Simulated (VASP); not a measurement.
SrCd2Sb2, 5 atoms in the cell. Symmetry: P-3m1, No. 164, trigonal system. Conventional cell: a = 4.701 Å, b = 4.701 Å, c = 7.735 Å, α = 90.00°, β = 90.00°, γ = 120.00°. Within 4.4 Å of Sr (site symmetry -3m) lie 6 Sb at 3.33 Å and 6 Cd at 3.93 Å. Within 4.0 Å of Cd (site symmetry 3m) lie 4 Sb at 2.87 to 2.96 Å and 3 Cd at 3.39 Å and 3 Sr at 3.93 Å. Within 3.8 Å of Sb (site symmetry 3m) lie 4 Cd at 2.87 to 2.96 Å and 3 Sr at 3.33 Å. 

* Program: VASP 6.6.1
* Task: single point
* Functional: PBEsol
* Potentials or basis: VASP PAW PBE potentials, release 64 (Sr_sv, Cd, Sb)
* Cutoff: 520 eV
* k mesh: 12 × 12 × 6
* Occupations: gaussian, width 0.1 eV
* Spin: no spin polarisation
* Dipole correction: no
* Further INCAR settings: ALGO = Fast; EDIFF = 1e-06; NBANDS = 30

Potentials or basis: VASP PAW PBE potentials, release 64 (Sr_sv, Cd, Sb).

Launch:

```bash
$ cat potpaw_PBE.64/Sr_sv/POTCAR potpaw_PBE.64/Cd/POTCAR potpaw_PBE.64/Sb/POTCAR > POTCAR
$ mpirun -np 1 vasp_std > vasp.out
```

Hardware: 1 thread of Intel Xeon 8259CL (shared host).

**Question.** Estimate the wall time of this run.

**Answer.** Run time: 14 min on 1 thread of Intel Xeon 8259CL, on a shared host, peak memory 0.59 GiB. Counts: scf iterations 17, k points 100.
